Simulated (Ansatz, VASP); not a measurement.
## One calculation of Cd, two programs

```xyz
2
Lattice="2.9789 0.0000 0.0000 -1.4894 2.5798 0.0000 0.0000 0.0000 5.3929" Properties=species:S:1:pos:R:3 pbc="T T T"
Cd    1.4894    0.8599    4.0447
Cd    0.0000    1.7199    1.3482
```

Alike in both runs: functional PBE; k mesh 9 × 9 × 4; occupations fermi-dirac, width 0.05 eV; no spin polarisation.

```csv
,VASP,Ansatz
version,VASP 6.6.1,Ansatz 0.2.0
potentials or method,"VASP PAW PBE potentials, release 64 (Cd)",Ansatz PAW
plane-wave cutoff (eV),520,420
valence electrons in the cell,24,40
task,single point,band structure
```

|  | VASP | Ansatz | Ansatz less VASP |
| --- | --- | --- | --- |
| gap on the k mesh at the Fermi level (eV) | none | none | - |
| pressure (GPa) | 5.8 | 5.4 | -0.44 |
| traceless stress, the component that is largest in VASP (GPa) | -2.57 | -2.45 | +0.114 |

A gap of «none» marks a metal or a gap that the smearing closes. VASP's potentials hold 24 valence electrons a cell and Ansatz's 40, so a difference there can come from the potentials and not from the codes.
